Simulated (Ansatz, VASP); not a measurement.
# MgO in VASP and in Ansatz

```
Mg O
1.0
     0.00000    2.10377    2.10377
     2.10377    0.00000    2.10377
     2.10377    2.10377    0.00000
Mg O
1 1
Direct
  0.00000 0.00000 0.00000
  0.50000 0.50000 0.50000
```

Alike in both runs: functional r2SCAN; k mesh 8 × 8 × 8; occupations gaussian, width 0.02 eV; no spin polarisation.

Ansatz relaxed the structure, and its values are those at the end. VASP's run is a single point on that final structure, the one shown.

|  | VASP | Ansatz |
| --- | --- | --- |
| version | VASP 6.6.1 | Ansatz 0.2.0 |
| potentials or method | VASP PAW PBE potentials, release 64 (Mg_sv, O), cutoff 660 eV | scalar-relativistic, plane waves, PAW |
| valence electrons in the cell | 16 | 16 |

```tsv
	VASP	Ansatz	Ansatz less VASP
gap on the k mesh at the Fermi level (eV)	5.69	5.68	-0.011
least direct gap on the mesh (eV)	5.69	5.68	-0.011
pressure (GPa)	-0.5	0.0	+0.54
```

VASP's potentials were made for PBE, not for r2SCAN. With one functional, cell and mesh, what is left measures potentials, basis and numerics.
